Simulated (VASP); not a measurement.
Crystal: Al4Te.

```
Al Te
1.0
     3.30963    0.00000    0.00000
     0.00000    3.30963    0.00000
     0.00000    0.00000    7.02079
Al Te
4 1
Direct
  0.00000 0.00000 0.33333
  0.00000 0.00000 0.66667
  0.50000 0.50000 0.33333
  0.50000 0.50000 0.66667
  0.00000 0.00000 0.00000
```

This cell differs from its parent crystal: atoms taken out.

```yaml
Program: VASP 6.6.1
Task: relaxation of cell and atoms
Functional: PBE
Potentials_or_basis: VASP PAW PBE potentials, release 64 (Al, Te)
Cutoff: 600 eV
k_mesh: 6 × 6 × 4
Occupations: gaussian, width 0.1 eV
Spin: no spin polarisation
```

At the start: pressure 51.8 GPa; volume 15.38 Å³/atom.

Q: Where does the relaxation end?

A: Over 37 steps the energy falls by 1055.9 meV/atom and the volume is 22.23 Å³/atom (+44.5 %); space group P4/mmm (No. 123, to 0.1 Å) before and after.

Step by step:
```tsv
step	energy change (eV)	largest force (eV/Å)	pressure (GPa)	volume (Å³)
1	0.0000	1.9892	51.80	76.90
2	-4.0706	0.4001	-6.29	146.42
3	-4.7906	0.2958	0.76	116.46
4	-4.7928	0.3141	-0.03	118.28
5	-4.8184	0.2479	-0.29	118.88
6	-4.8280	0.1649	-0.46	119.50
7	-4.8351	0.1305	0.02	118.34
8	-4.8360	0.1237	0.29	117.73
9	-4.8390	0.0920	0.07	118.21
10	-4.8394	0.0770	-0.05	118.47
11	-4.8421	0.0799	-0.14	118.60
12	-4.8492	0.0956	-0.40	118.99
13	-4.8557	0.1010	-0.84	119.75
14	-4.8565	0.1024	-0.83	119.70
15	-4.8587	0.1066	-0.79	119.55
16	-4.8633	0.1163	-0.72	119.25
17	-4.8722	0.1320	-0.58	118.65
18	-4.8821	0.1090	-0.25	117.45
19	-4.8868	0.1136	-0.21	117.21
20	-4.9010	0.1319	-0.07	116.48
21	-4.9288	0.1826	0.27	115.05
22	-4.9660	0.3414	1.16	112.21
23	-4.9782	0.3509	1.20	111.95
24	-5.0115	0.4061	1.32	111.16
25	-5.0470	0.5933	1.64	109.57
26	-5.0781	0.5203	1.42	109.82
27	-5.1546	0.3177	0.79	110.56
28	-5.2473	0.1585	-0.20	112.00
29	-5.2417	0.2781	-1.47	114.65
30	-5.2696	0.1283	-0.91	113.41
31	-5.2706	0.0960	-0.80	113.16
32	-5.2706	0.0880	-0.77	113.09
33	-5.2735	0.0934	-0.55	112.58
34	-5.2771	0.1099	-0.02	111.38
35	-5.2773	0.1160	0.14	111.04
36	-5.2781	0.0938	0.10	111.06
37	-5.2797	0.0284	0.00	111.13
```

Final structure:
```
Al Te
1.0
     3.60245    0.00000    0.00000
     0.00000    3.60245    0.00000
     0.00000    0.00000    8.56319
Al Te
4 1
Direct
  0.00000 0.00000 0.34483
  0.00000 0.00000 0.65517
  0.50000 0.50000 0.21000
  0.50000 0.50000 0.79000
  0.00000 0.00000 0.00000
```

Caveat: the cell differs from its parent crystal (atoms taken out); the volume moved by over 15 % at a fixed basis, so the end points are rough.
